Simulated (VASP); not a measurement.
# Rh (Fm-3m) in VASP: notebook

The runs below take Rh through single point, with PBE.

Program: VASP 6.6.1. These are calculated values, not measurements. Logs are shortened: lines on timing, memory, paths and dates and some standing lists are left out, and cuts for length are marked.

## Step 1: The cell of the first run

The structure is cubic, space group Fm-3m (No. 225). Conventional cell: a = 3.830 Å, b = 3.830 Å, c = 3.830 Å, α = 90.00°, β = 90.00°, γ = 90.00°. Rh (site symmetry m-3m) has 12 Rh at 2.71 Å within 3.6 Å.

## Step 2: Single point, PBE

INCAR reads:

```
ALGO = Normal
EDIFF = 1E-7
ENCUT = 520
GGA = PE
ISIF = 2
ISMEAR = 0
LASPH = T
LCHARG = F
LREAL = F
LWAVE = F
NBANDS = 14
NELM = 60
PREC = Accurate
SIGMA = 0.05
```

KPOINTS reads:

```
k-points
0
Gamma
  18 18 18
```

POSCAR reads:

```
Rh
1.0
    0.0000000000      1.9149160866      1.9149160866
    1.9149160866      0.0000000000      1.9149160866
    1.9149160866      1.9149160866      0.0000000000
Rh
1
Direct
    0.0000000000      0.0000000000      0.0000000000
```

Potentials or basis: VASP PAW PBE potentials, release 64 (Rh_pv).

Launch:

```console
$ cat potpaw_PBE.64/Rh_pv/POTCAR > POTCAR
$ mpirun -np 1 vasp_std > vasp.out
```

OUTCAR:

```text
EDIFF = 1E-7
   ENCUT = 520
   GGA = PE
   ISIF = 2
   ISMEAR = 0
   LASPH = T
   LREAL = F
   NELM = 60
   PREC = Accurate

 ion  position               nearest neighbor table
   1  0.000  0.000  0.000-

  LATTYP: Found a face centered cubic cell.
 ALAT       =     3.8298321732

  Lattice vectors:

 A1 = (   0.0000000000,   1.9149160866,   1.9149160866)
 A2 = (   1.9149160866,   0.0000000000,   1.9149160866)
 A3 = (   1.9149160866,   1.9149160866,   0.0000000000)

Analysis of symmetry for initial positions (statically):
=====================================================================
 Subroutine PRICEL returns:
 Original cell was already a primitive cell.

 Routine SETGRP: Setting up the symmetry group for a
 face centered cubic supercell.

 Subroutine GETGRP returns: Found 48 space group operations
 (whereof 48 operations were pure point group operations)
 out of a pool of 48 trial point group operations.

The static configuration has the point symmetry O_h .

Analysis of symmetry for dynamics (positions and initial velocities):
=====================================================================
 Subroutine PRICEL returns:
 Original cell was already a primitive cell.

 Routine SETGRP: Setting up the symmetry group for a
 face centered cubic supercell.

 Subroutine GETGRP returns: Found 48 space group operations
 (whereof 48 operations were pure point group operations)
 out of a pool of 48 trial point group operations.

The dynamic configuration has the point symmetry O_h .

 Subroutine INISYM returns: Found 48 space group operations
 (whereof 48 operations are pure point group operations),
 and found     1 'primitive' translations

----------------------------------------------------------------------------------------

                                     Primitive cell

  volume of cell :      14.0436

  direct lattice vectors                    reciprocal lattice vectors
     0.000000000  1.914916087  1.914916087    -0.261108047  0.261108047  0.261108047
     1.914916087  0.000000000  1.914916087     0.261108047 -0.261108047  0.261108047
     1.914916087  1.914916087  0.000000000     0.261108047  0.261108047 -0.261108047

  length of vectors
     2.708100300  2.708100300  2.708100300     0.452252404  0.452252404  0.452252404

  position of ions in fractional coordinates (direct lattice)
     0.000000000  0.000000000  0.000000000

  ion indices of the primitive-cell ions
   primitive index   ion index
                 1           1

----------------------------------------------------------------------------------------

 KPOINTS: k-points

Automatic generation of k-mesh.
 Grid dimensions read from file:
 generate k-points for:   18   18   18

 Generating k-lattice:

  Cartesian coordinates                     Fractional coordinates (reciprocal lattice)
    -0.014506003  0.014506003  0.014506003     0.055555556  0.000000000  0.000000000
     0.014506003 -0.014506003  0.014506003     0.000000000  0.055555556  0.000000000
     0.014506003  0.014506003 -0.014506003     0.000000000  0.000000000  0.055555556

  Length of vectors
     0.025125134  0.025125134  0.025125134

  Shift w.r.t. Gamma in fractional coordinates (k-lattice)
     0.000000000  0.000000000  0.000000000

 Subroutine IBZKPT returns following result:
 ===========================================

 Found    195 irreducible k-points:

 Following reciprocal coordinates:
            Coordinates               Weight
  0.000000  0.000000  0.000000      1.000000
  0.055556  0.000000  0.000000      8.000000
  0.111111  0.000000  0.000000      8.000000
  0.166667  0.000000  0.000000      8.000000
  0.222222  0.000000  0.000000      8.000000
  0.277778  0.000000  0.000000      8.000000
[... 16 lines left out ...]
 -0.277778  0.055556  0.000000     24.000000
 -0.222222  0.055556  0.000000     24.000000
 [... further k-points ...]
   k-points           NKPTS =    195   k-points in BZ     NKDIM =    195   number of bands    NBANDS=     14
   number of dos      NEDOS =    301   number of ions     NIONS =      1
   total plane-waves  NPLWV =   8000
   dimension x,y,z NGX =    20 NGY =   20 NGZ =   20
   dimension x,y,z NGXF=    40 NGYF=   40 NGZF=   40
   ions per type =               1
   NGX,Y,Z   is equivalent  to a cutoff of  12.28, 12.28, 12.28 a.u.
   NGXF,Y,Z  is equivalent  to a cutoff of  24.56, 24.56, 24.56 a.u.
 SYSTEM =  unknown system
   PREC   = accura    normal or accurate (medium, high low for compatibility)
   ISTART =      0    job   : 0-new  1-cont  2-samecut
   ICHARG =      2    charge: 1-file 2-atom 10-const
   ISPIN  =      1    spin polarized calculation?
   LNONCOLLINEAR =      F non collinear calculations
   LSORBIT =      F    spin-orbit coupling
   LASPH  =      T    aspherical Exc in radial PAW
   ENCUT  =  520.0 eV  38.22 Ry    6.18 a.u.   5.04  5.04  5.04*2*pi/ulx,y,z
   NELM   =     60;   NELMIN=  2; NELMDL= -5     # of ELM steps
   EDIFF  = 0.1E-06   stopping-criterion for ELM
   LREAL  =      F    real-space projection
   EDIFFG = 0.1E-05   stopping-criterion for IOM
   NSW    =      0    number of steps for IOM
   IBRION =     -1    ionic relax: 0-MD 1-quasi-New 2-CG
   NFREE  =      0    steps in history (QN), initial steepest desc. (CG)
   ISIF   =      2    stress and relaxation
   ISYM   =      2    0-nonsym 1-usesym 2-fastsym
   POTIM  = 0.5000    time-step for ionic-motion
   TEBEG  =    0.0;   TEEND  =   0.0 temperature during run
   PSTRESS=    0.0 pullay stress
   NELECT =      15.0000    total number of electrons
   NUPDOWN=      -1.0000    fix difference up-down
   EMIN   =  10.00;   EMAX   =-10.00  energy-range for DOS
   EFERMI =   0.00;   METHOD = LEGACY
   ISMEAR =     0;   SIGMA  =   0.05  broadening in eV -4-tet -1-fermi 0-gaus
   EFERMI_NEDOS =   21; number of points for ismear=-14 and -15
   IALGO  =     38    algorithm
   IMIX   =      4    mixing-type and parameters
     AMIX     =   0.40;   BMIX     =  1.00
     AMIX_MAG =   1.60;   BMIX_MAG =  1.00
  volume/ion in A,a.u.               =      14.04        94.77
  Fermi-wavevector in a.u.,A,eV,Ry     =   1.673448  3.162358 38.102130  2.800428
  Thomas-Fermi vector in A             =   2.758417
   LORBIT       =      0    0 simple, 1 ext, 2 COOP (PROOUT), +10 PAW based schemes
   GGA     = PE    functional components
   LHFCALC =     F    Hartree Fock is set to
   AEXX    =    0.0000 exact exchange contribution
   IVDW    =     0    specifies the selected vdW correction
   LEPSILON=     F    determine dielectric tensor
   LRPA    =     F    only Hartree local field effects (RPA)
 non-spin polarized calculation
 Gauss-broadening in eV      SIGMA  =   0.05
  energy-cutoff  :      520.00
  volume of cell :       14.04
 maximum number of plane-waves:       388
   NGX =  9   NGY =  9   NGZ =  9

 number of electron      15.0000003 magnetization

 Free energy of the ion-electron system (eV)
  ---------------------------------------------------
  ext. energy  EPLUGINS =         0.00000000
  ---------------------------------------------------
  free energy    TOTEN  =        -7.25900487 eV

  energy without entropy =       -7.25726200  energy(sigma->0) =       -7.25813344

 E-fermi :  11.5243     XC(G=0): -13.8960

 val. band max:       11.5194256248   @ k =   0.5000   0.3889   0.0556
 cond. band min:      11.5275634880   @ k =  -0.4444   0.3333   0.1667
 fundamental gap:      0.0081378632
 Fermi energy:        11.5243258764

 k-point     1 :       0.0000    0.0000    0.0000
  band No.  band energies     occupation
      1     -34.8317      2.00000
      2     -34.8317      2.00000
      3     -34.8317      2.00000
      4       3.7153      2.00000
      5       8.5366      2.00000
      6       8.5366      2.00000
      7       8.5366      2.00000
      8      10.5522      2.00000
      9      10.5522      2.00000
     10      27.5278      0.00000
     11      32.0991      0.00000
     12      32.8679      0.00000
     13      32.8679      0.00000
     14      32.8679      0.00000

 k-point     2 :       0.0556    0.0000    0.0000
  band No.  band energies     occupation
      1     -34.8528      2.00000
      2     -34.8345      2.00000
      3     -34.8345      2.00000
      4       3.8375      2.00000
      5       8.4831      2.00000
      6       8.5840      2.00000
      7       8.5840      2.00000
      8      10.5258      2.00000
      9      10.5258      2.00000
     10      27.7014      0.00000
     11      32.0898      0.00000
     12      32.1760      0.00000
     13      33.0431      0.00000
     14      33.0431      0.00000

 k-point     3 :       0.1111    0.0000    0.0000
  band No.  band energies     occupation
      1     -34.9136      2.00000
      2     -34.8428      2.00000
      3     -34.8428      2.00000
      4       4.1885      2.00000
      5       8.3492      2.00000
      6       8.7079      2.00000
      7       8.7079      2.00000
      8      10.4692      2.00000
      9      10.4692      2.00000
     10      28.1615      0.00000
     11      30.7135      0.00000
     12      32.0995      0.00000
     13      33.5507      0.00000
     14      33.5507      0.00000
[... 324 lines left out ...]
 k-point    23 :      -0.2778    0.0556    0.0000
  band No.  band energies     occupation
      1     -35.2731      2.00000
      2     -34.9157      2.00000
      3     -34.8860      2.00000
      4       5.7919      2.00000
      5       8.6660      2.00000
      6       8.8663      2.00000
      7       8.8769      2.00000
      8      10.7301      2.00000
      9      11.4638      1.91312
     10      25.0396      0.00000
     11      28.7000      0.00000
     12      32.0983      0.00000
     13      33.8761      0.00000
     14      36.4367      0.00000

 k-point    24 :      -0.2222    0.0556    0.0000
  band No.  band energies     occupation
      1     -35.1596      2.00000
      2     -34.8988      2.00000
      3     -34.8693      2.00000
      4       5.5245      2.00000
      5       8.2034      2.00000
      6       8.9162      2.00000
      7       8.9671      2.00000
      8      10.3704      2.00000
      9      11.0276      2.00000
     10      26.8272      0.00000
     11      29.1383      0.00000
     12      32.0984      0.00000
     13      34.1739      0.00000
     14      36.0391      0.00000

 [... further k-points ...]
[... 5 lines left out ...]
  --------------------------------------------------------------------------------------
  -------------------------------------------------------------------------------------
  Total        0.0002627      0.0002627      0.0002627      0.0000000      0.0000000      0.0000000
  in kB        0.0299652      0.0299652      0.0299652      0.0000000      0.0000000      0.0000000
  external PRESSURE =       0.0299652 kB  Pullay stress =       0.0000000 kB

 VOLUME and BASIS-vectors are now :
 -----------------------------------------------------------------------------
  energy-cutoff  :      520.00
  volume of cell :       14.04
      direct lattice vectors                 reciprocal lattice vectors
     0.000000000  1.914916087  1.914916087    -0.261108047  0.261108047  0.261108047
     1.914916087  0.000000000  1.914916087     0.261108047 -0.261108047  0.261108047
     1.914916087  1.914916087  0.000000000     0.261108047  0.261108047 -0.261108047

 POSITION                                       TOTAL-FORCE (eV/Angst)
 -----------------------------------------------------------------------------------
      0.00000      0.00000      0.00000        -0.000000     -0.000000     -0.000000
 -----------------------------------------------------------------------------------
    total drift:                                0.000000      0.000000      0.000000

  FREE ENERGIE OF THE ION-ELECTRON SYSTEM (eV)
  ---------------------------------------------------
  free  energy   TOTEN  =        -7.2590048677 eV

  energy  without entropy=       -7.2572620039  energy(sigma->0) =       -7.25813344
```

It took 24 s on 1 thread of Intel Xeon Platinum 8259CL at 2.50GHz (Skylake/Cascade Lake), shared host; peak memory 0.15 GiB.

Results:

| Item | Value |
| --- | --- |
| Free energy | -7.2590 eV |
| Pressure | 0.0 GPa |

## Step 3: Single point, PBE

This run uses another cell than the first one, of 14.30 Å³/atom, 1.018 times its volume.

INCAR reads:

```
SYSTEM = Rh
PREC = Accurate
ENCUT = 520
EDIFF = 1E-6
ISMEAR = 0
SIGMA = 0.05
LREAL = .FALSE.
LASPH = .TRUE.
NELM = 60
ALGO = Normal
ISIF = 2
LWAVE = .FALSE.
LCHARG = .FALSE.
GGA = PE
NBANDS = 14
```

KPOINTS reads:

```
regular mesh
0
G
  18 18 18
  0 0 0
```

POSCAR reads:

```
Rh
1.0
    0.0000000000      1.9265747767      1.9265747767
    1.9265747767      0.0000000000      1.9265747767
    1.9265747767      1.9265747767      0.0000000000
Rh
1
Direct
    0.0000000000      0.0000000000      0.0000000000
```

Potentials or basis: VASP PAW PBE potentials, release 64 (Rh_pv).

Launch:

```console
$ cat potpaw_PBE.64/Rh_pv/POTCAR > POTCAR
$ mpirun -np 1 vasp_std > vasp.out
```

OUTCAR:

```text
SYSTEM = Rh
   PREC = Accurate
   ENCUT = 520
   EDIFF = 1E-6
   ISMEAR = 0
   LREAL = .FALSE.
   LASPH = .TRUE.
   NELM = 60
   ISIF = 2
   GGA = PE

 ion  position               nearest neighbor table
   1  0.000  0.000  0.000-

  LATTYP: Found a face centered cubic cell.
 ALAT       =     3.8531495534

  Lattice vectors:

 A1 = (   0.0000000000,   1.9265747767,   1.9265747767)
 A2 = (   1.9265747767,   0.0000000000,   1.9265747767)
 A3 = (   1.9265747767,   1.9265747767,   0.0000000000)

Analysis of symmetry for initial positions (statically):
[... 578 lines left out ...]
      8      10.0799      2.00000
      9      10.7169      2.00000
     10      26.3633      0.00000
     11      28.7454      0.00000
     12      31.8282      0.00000
     13      33.6299      0.00000
     14      35.5173      0.00000

 [... further k-points ...]
[... 5 lines left out ...]
  --------------------------------------------------------------------------------------
  -------------------------------------------------------------------------------------
  Total       -0.3999051     -0.3999051     -0.3999051      0.0000000      0.0000000     -0.0000000
  in kB      -44.8001996    -44.8001996    -44.8001996      0.0000000      0.0000000     -0.0000000
  external PRESSURE =     -44.8001996 kB  Pullay stress =       0.0000000 kB

 VOLUME and BASIS-vectors are now :
 -----------------------------------------------------------------------------
  energy-cutoff  :      520.00
  volume of cell :       14.30
      direct lattice vectors                 reciprocal lattice vectors
     0.000000000  1.926574777  1.926574777    -0.259527949  0.259527949  0.259527949
     1.926574777  0.000000000  1.926574777     0.259527949 -0.259527949  0.259527949
     1.926574777  1.926574777  0.000000000     0.259527949  0.259527949 -0.259527949

 POSITION                                       TOTAL-FORCE (eV/Angst)
 -----------------------------------------------------------------------------------
      0.00000      0.00000      0.00000         0.000000     -0.000000      0.000000
 -----------------------------------------------------------------------------------
    total drift:                                0.000000      0.000000      0.000000

  FREE ENERGIE OF THE ION-ELECTRON SYSTEM (eV)
  ---------------------------------------------------
  free  energy   TOTEN  =        -7.2554954192 eV

  energy  without entropy=       -7.2536871405  energy(sigma->0) =       -7.25459128
```

Run time: 23 s. Hardware: 1 thread of Intel Xeon Platinum 8259CL at 2.50GHz (Skylake/Cascade Lake), shared host; peak memory 0.15 GiB.

Results:

```yaml
Free_energy: -7.2555 eV
Pressure: -4.5 GPa
```

Levels at points of the mesh, in eV from the Fermi level:
```csv
k point,band 3,band 4,band 5,band 6,band 7,band 8,band 9,band 10,band 11,band 12
"(0.00, 0.00, 0.00)",-46.32,-7.68,-2.90,-2.90,-2.90,-0.95,-0.95,16.01,20.63,21.25
"(0.50, 0.00, 0.00)",-46.41,-5.80,-2.97,-2.97,0.52,0.52,0.77,8.24,15.50,20.63
"(0.50, 0.50, 0.00)",-46.56,-5.96,-5.61,0.49,0.91,0.91,3.21,11.77,13.09,13.09
```
